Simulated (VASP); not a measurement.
# CuO (rock salt type) (Fm-3m) in VASP: further runs

The runs below take CuO (rock salt type) through single point, with PBE.

Program: VASP 6.6.1. These are calculated values, not measurements. Logs are shortened: lines on timing, memory, paths and dates and some standing lists are left out, and cuts for length are marked.

### 1 The cell of the first run

It takes space group Fm-3m (No. 225, cubic). Conventional cell: a = 4.327 Å, b = 4.327 Å, c = 4.327 Å, α = 90.00°, β = 90.00°, γ = 90.00°. Within 2.9 Å of Cu (site symmetry m-3m) lie 6 O at 2.16 Å. Within 2.9 Å of O (site symmetry m-3m) lie 6 Cu at 2.16 Å.

### 2 Single point, PBE

INCAR reads:

```
PREC = Accurate ; ENCUT = 520
EDIFF = 1E-6 ; ISMEAR = -1
SIGMA = 0.06122561905347299 ; LREAL = False
LASPH = True ; NELM = 80
ALGO = Normal ; ISIF = 2
LWAVE = False ; LCHARG = True
GGA = PE ; LELF = True
LVHAR = True ; NBANDS = 16
```

KPOINTS reads:

```
Automatic mesh
0
Gamma
  22 22 22
```

POSCAR reads:

```
CuO
1.0
    0.0000000000      2.1634561448      2.1634561448
    2.1634561448      0.0000000000      2.1634561448
    2.1634561448      2.1634561448      0.0000000000
Cu O
1 1
Direct
    0.0000000000      0.0000000000      0.0000000000
    0.5000000000      0.5000000000      0.5000000000
```

Potentials or basis: VASP PAW PBE potentials, release 64 (Cu, O).

On the command line:

```
$ cat potpaw_PBE.64/Cu/POTCAR potpaw_PBE.64/O/POTCAR > POTCAR
$ mpirun -np 1 vasp_std > vasp.out
```

OUTCAR:

```text
PREC = Accurate
   ENCUT = 520
   EDIFF = 1E-6
   ISMEAR = -1
   LREAL = False
   LASPH = True
   NELM = 80
   ISIF = 2
   GGA = PE

 ion  position               nearest neighbor table
   1  0.000  0.000  0.000-   2 2.16   2 2.16   2 2.16   2 2.16   2 2.16   2 2.16
   2  0.500  0.500  0.500-   1 2.16   1 2.16   1 2.16   1 2.16   1 2.16   1 2.16

  LATTYP: Found a face centered cubic cell.
 ALAT       =     4.3269122896

  Lattice vectors:

 A1 = (   0.0000000000,   2.1634561448,   2.1634561448)
 A2 = (   2.1634561448,   0.0000000000,   2.1634561448)
 A3 = (   2.1634561448,   2.1634561448,   0.0000000000)

Analysis of symmetry for initial positions (statically):
=====================================================================
 Subroutine PRICEL returns:
 Original cell was already a primitive cell.

 Routine SETGRP: Setting up the symmetry group for a
 face centered cubic supercell.

 Subroutine GETGRP returns: Found 48 space group operations
 (whereof 48 operations were pure point group operations)
 out of a pool of 48 trial point group operations.

The static configuration has the point symmetry O_h .

Analysis of symmetry for dynamics (positions and initial velocities):
=====================================================================
 Subroutine PRICEL returns:
 Original cell was already a primitive cell.

 Routine SETGRP: Setting up the symmetry group for a
 face centered cubic supercell.

 Subroutine GETGRP returns: Found 48 space group operations
 (whereof 48 operations were pure point group operations)
 out of a pool of 48 trial point group operations.

The dynamic configuration has the point symmetry O_h .

 Subroutine INISYM returns: Found 48 space group operations
 (whereof 48 operations are pure point group operations),
 and found     1 'primitive' translations

----------------------------------------------------------------------------------------

                                     Primitive cell

  volume of cell :      20.2523

  direct lattice vectors                    reciprocal lattice vectors
     0.000000000  2.163456145  2.163456145    -0.231111687  0.231111687  0.231111687
     2.163456145  0.000000000  2.163456145     0.231111687 -0.231111687  0.231111687
     2.163456145  2.163456145  0.000000000     0.231111687  0.231111687 -0.231111687

  length of vectors
     3.059589022  3.059589022  3.059589022     0.400297185  0.400297185  0.400297185

  position of ions in fractional coordinates (direct lattice)
     0.000000000  0.000000000  0.000000000
     0.500000000  0.500000000  0.500000000

  ion indices of the primitive-cell ions
   primitive index   ion index
                 1           1
                 2           2

----------------------------------------------------------------------------------------

 KPOINTS: Automatic mesh

Automatic generation of k-mesh.
 Grid dimensions read from file:
 generate k-points for:   22   22   22

 Generating k-lattice:

  Cartesian coordinates                     Fractional coordinates (reciprocal lattice)
    -0.010505077  0.010505077  0.010505077     0.045454545  0.000000000  0.000000000
     0.010505077 -0.010505077  0.010505077     0.000000000  0.045454545  0.000000000
     0.010505077  0.010505077 -0.010505077     0.000000000  0.000000000  0.045454545

  Length of vectors
     0.018195327  0.018195327  0.018195327

  Shift w.r.t. Gamma in fractional coordinates (k-lattice)
     0.000000000  0.000000000  0.000000000

 Subroutine IBZKPT returns following result:
 ===========================================

 Found    328 irreducible k-points:

 Following reciprocal coordinates:
            Coordinates               Weight
  0.000000  0.000000  0.000000      1.000000
  0.045455  0.000000  0.000000      8.000000
  0.090909  0.000000  0.000000      8.000000
  0.136364  0.000000  0.000000      8.000000
  0.181818  0.000000  0.000000      8.000000
  0.227273  0.000000  0.000000      8.000000
[... 16 lines left out ...]
  0.500000  0.045455  0.000000     24.000000
 -0.454545  0.045455  0.000000     24.000000
 [... further k-points ...]
   k-points           NKPTS =    328   k-points in BZ     NKDIM =    328   number of bands    NBANDS=     16
   number of dos      NEDOS =    301   number of ions     NIONS =      2
   total plane-waves  NPLWV =  13824
   dimension x,y,z NGX =    24 NGY =   24 NGZ =   24
   dimension x,y,z NGXF=    48 NGYF=   48 NGZF=   48
   ions per type =               1   1
   NGX,Y,Z   is equivalent  to a cutoff of  13.04, 13.04, 13.04 a.u.
   NGXF,Y,Z  is equivalent  to a cutoff of  26.08, 26.08, 26.08 a.u.
 SYSTEM =  unknown system
   PREC   = accura    normal or accurate (medium, high low for compatibility)
   ISTART =      0    job   : 0-new  1-cont  2-samecut
   ICHARG =      2    charge: 1-file 2-atom 10-const
   ISPIN  =      1    spin polarized calculation?
   LNONCOLLINEAR =      F non collinear calculations
   LSORBIT =      F    spin-orbit coupling
   LASPH  =      T    aspherical Exc in radial PAW
   ENCUT  =  520.0 eV  38.22 Ry    6.18 a.u.   5.69  5.69  5.69*2*pi/ulx,y,z
   NELM   =     80;   NELMIN=  2; NELMDL= -5     # of ELM steps
   EDIFF  = 0.1E-05   stopping-criterion for ELM
   LREAL  =      F    real-space projection
   EDIFFG = 0.1E-04   stopping-criterion for IOM
   NSW    =      0    number of steps for IOM
   IBRION =     -1    ionic relax: 0-MD 1-quasi-New 2-CG
   NFREE  =      0    steps in history (QN), initial steepest desc. (CG)
   ISIF   =      2    stress and relaxation
   ISYM   =      2    0-nonsym 1-usesym 2-fastsym
   POTIM  = 0.5000    time-step for ionic-motion
   TEBEG  =    0.0;   TEEND  =   0.0 temperature during run
   PSTRESS=    0.0 pullay stress
   NELECT =      17.0000    total number of electrons
   NUPDOWN=      -1.0000    fix difference up-down
   EMIN   =  10.00;   EMAX   =-10.00  energy-range for DOS
   EFERMI =   0.00;   METHOD = LEGACY
   ISMEAR =    -1;   SIGMA  =   0.06  broadening in eV -4-tet -1-fermi 0-gaus
   EFERMI_NEDOS =   21; number of points for ismear=-14 and -15
   IALGO  =     38    algorithm
   IMIX   =      4    mixing-type and parameters
     AMIX     =   0.40;   BMIX     =  1.00
     AMIX_MAG =   1.60;   BMIX_MAG =  1.00
  volume/ion in A,a.u.               =      10.13        68.33
  Fermi-wavevector in a.u.,A,eV,Ry     =   1.544305  2.918313 32.448229  2.384878
  Thomas-Fermi vector in A             =   2.649845
   LORBIT       =      0    0 simple, 1 ext, 2 COOP (PROOUT), +10 PAW based schemes
   GGA     = PE    functional components
   LHFCALC =     F    Hartree Fock is set to
   AEXX    =    0.0000 exact exchange contribution
   IVDW    =     0    specifies the selected vdW correction
   LEPSILON=     F    determine dielectric tensor
   LRPA    =     F    only Hartree local field effects (RPA)
 non-spin polarized calculation
  energy-cutoff  :      520.00
  volume of cell :       20.25
 maximum number of plane-waves:       556
   NGX = 11   NGY = 11   NGZ = 11

 number of electron      17.0000002 magnetization

 Free energy of the ion-electron system (eV)
  ---------------------------------------------------
  ext. energy  EPLUGINS =         0.00000000
  ---------------------------------------------------
  free energy    TOTEN  =        -9.51323590 eV

  energy without entropy =       -9.49363203  energy(sigma->0) =       -9.50343397

 E-fermi :   5.3229     XC(G=0): -12.0450

 val. band max:        5.3195799745   @ k =  -0.4545   0.2273   0.0000
 cond. band min:       5.3269758111   @ k =  -0.2273   0.3636   0.1364
 fundamental gap:      0.0073958366
 Fermi energy:         5.3229391376

 k-point     1 :       0.0000    0.0000    0.0000
  band No.  band energies     occupation
      1     -13.6504      2.00000
      2       3.0718      2.00000
      3       3.0718      2.00000
      4       3.0718      2.00000
      5       3.2163      2.00000
      6       3.2163      2.00000
[... 8 lines left out ...]
     15      25.6106      0.00000
     16      25.6106      0.00000

 k-point     2 :       0.0455    0.0000    0.0000
  band No.  band energies     occupation
      1     -13.6308      2.00000
      2       2.8239      2.00000
      3       2.8740      2.00000
      4       2.8740      2.00000
      5       3.1114      2.00000
      6       3.1114      2.00000
[... 8 lines left out ...]
     15      25.5372      0.00000
     16      25.5372      0.00000

 k-point     3 :       0.0909    0.0000    0.0000
  band No.  band energies     occupation
      1     -13.5732      2.00000
      2       2.3459      2.00000
      3       2.5349      2.00000
      4       2.5349      2.00000
      5       3.1369      2.00000
      6       3.1369      2.00000
[... 8 lines left out ...]
     15      25.4683      0.00000
     16      25.4683      0.00000

 k-point     4 :       0.1364    0.0000    0.0000
  band No.  band energies     occupation
      1     -13.4808      2.00000
      2       1.7622      2.00000
      3       2.2098      2.00000
      4       2.2098      2.00000
      5       3.1828      2.00000
      6       3.1828      2.00000
[... 8 lines left out ...]
     15      25.5757      0.00000
     16      25.5757      0.00000

 k-point     5 :       0.1818    0.0000    0.0000
  band No.  band energies     occupation
      1     -13.3588      2.00000
      2       1.1433      2.00000
      3       1.9081      2.00000
      4       1.9081      2.00000
      5       3.2430      2.00000
      6       3.2430      2.00000
[... 8 lines left out ...]
     15      25.8671      0.00000
     16      25.8671      0.00000

 k-point     6 :       0.2273    0.0000    0.0000
  band No.  band energies     occupation
      1     -13.2145      2.00000
      2       0.5334      2.00000
      3       1.6359      2.00000
      4       1.6359      2.00000
      5       3.3126      2.00000
      6       3.3126      2.00000
[... 8 lines left out ...]
     15      26.3044      0.00000
     16      26.3044      0.00000
[... 267 lines left out ...]
 k-point    21 :       0.4091    0.0455    0.0000
  band No.  band energies     occupation
      1     -12.6695      2.00000
      2      -1.1674      2.00000
      3       0.9201      2.00000
      4       0.9933      2.00000
      5       3.5221      2.00000
      6       3.5819      2.00000
[... 8 lines left out ...]
     15      28.0534      0.00000
     16      29.2629      0.00000

 k-point    22 :       0.4545    0.0455    0.0000
  band No.  band energies     occupation
      1     -12.5804      2.00000
      2      -1.4012      2.00000
      3       0.8457      2.00000
      4       0.8958      2.00000
      5       3.5719      2.00000
      6       3.6103      2.00000
[... 8 lines left out ...]
     15      28.6794      0.00000
     16      29.7362      0.00000

 k-point    23 :       0.5000    0.0455    0.0000
  band No.  band energies     occupation
      1     -12.5375      2.00000
      2      -1.5104      2.00000
      3       0.8184      2.00000
      4       0.8442      2.00000
      5       3.6021      2.00000
      6       3.6177      2.00000
[... 8 lines left out ...]
     15      29.1099      0.00000
     16      29.8209      0.00000

 k-point    24 :      -0.4545    0.0455    0.0000
  band No.  band energies     occupation
      1     -12.5462      2.00000
      2      -1.4887      2.00000
      3       0.8387      2.00000
      4       0.8389      2.00000
      5       3.6032      2.00000
      6       3.6096      2.00000
[... 8 lines left out ...]
     15      29.2979      0.00000
     16      29.3992      0.00000

 [... further k-points ...]
[... 5 lines left out ...]
  --------------------------------------------------------------------------------------
  -------------------------------------------------------------------------------------
  Total       -1.1123580     -1.1123580     -1.1123580      0.0000000      0.0000000      0.0000000
  in kB      -87.9996368    -87.9996368    -87.9996368      0.0000000      0.0000000      0.0000000
  external PRESSURE =     -87.9996368 kB  Pullay stress =       0.0000000 kB

 VOLUME and BASIS-vectors are now :
 -----------------------------------------------------------------------------
  energy-cutoff  :      520.00
  volume of cell :       20.25
      direct lattice vectors                 reciprocal lattice vectors
     0.000000000  2.163456145  2.163456145    -0.231111687  0.231111687  0.231111687
     2.163456145  0.000000000  2.163456145     0.231111687 -0.231111687  0.231111687
     2.163456145  2.163456145  0.000000000     0.231111687  0.231111687 -0.231111687

 POSITION                                       TOTAL-FORCE (eV/Angst)
 -----------------------------------------------------------------------------------
      0.00000      0.00000      0.00000         0.000000      0.000000      0.000000
      2.16346      2.16346      2.16346         0.000000      0.000000      0.000000
 -----------------------------------------------------------------------------------
    total drift:                                0.000000     -0.000000     -0.000000

  FREE ENERGIE OF THE ION-ELECTRON SYSTEM (eV)
  ---------------------------------------------------
  free  energy   TOTEN  =        -9.5132359026 eV

  energy  without entropy=       -9.4936320285  energy(sigma->0) =       -9.50343397
```

It took 54 s on 1 thread of Intel Xeon Platinum 8488C (Sapphire Rapids), shared host; peak memory 0.22 GiB.

What came out:

```
Free energy            : -9.5132 eV
Pressure               : -8.8 GPa
Band gap on the k mesh : zero (an odd number of electrons rules out a gap without spin polarisation)
```

Caveat: the cell stands under tension; an odd number of electrons without spin polarisation forces a metal; a magnetic or distorted state may lie lower; semilocal functionals often make such compounds metallic where correlation or magnetic order opens a gap, which also shifts bond lengths. With open d or f shells a metallic result of PBE can be an artefact of self-interaction; +U or a hybrid may open a gap.

(Part 1 of 2 ends here.)
